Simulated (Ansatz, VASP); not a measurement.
**Two plane-wave programs on Si3C2**

```
Si C
1.0
     1.48243    0.85588    6.57058
    -1.48243    0.85588    6.57058
     0.00000   -1.71176    6.57058
Si C
3 2
Direct
  0.00000 0.00000 0.00000
  0.21621 0.21621 0.21621
  0.78379 0.78379 0.78379
  0.39699 0.39699 0.39699
  0.60301 0.60301 0.60301
```

Alike in both runs: functional PBE; k mesh 6 × 6 × 6; occupations gaussian, width 0.1 eV; no spin polarisation.

Ansatz relaxed the structure, and its values are those at the end. VASP's run is a single point on that final structure, the one shown.

|  | VASP | Ansatz |
| --- | --- | --- |
| version | VASP 6.6.1 | Ansatz 0.2.0 |
| potentials or method | VASP PAW PBE potentials, release 64 (Si, C), cutoff 520 eV | scalar-relativistic, plane waves, PAW |
| valence electrons in the cell | 20 | 20 |

VASP gave:

| Item | Value |
| --- | --- |
| gap on the k mesh at the Fermi level (eV) | none |
| pressure (GPa) | 0.3 |
| rms of the force components (eV/Å) | 0.003 |

Task: What did Ansatz give for the same quantities?

Result: gap on the k mesh at the Fermi level (eV): none; pressure (GPa): 0.2; rms of the force components (eV/Å): 0.006.

A gap of «none» marks a metal or a gap that the smearing closes.

The k mesh is coarse, so the values compare programs but aren't converged.
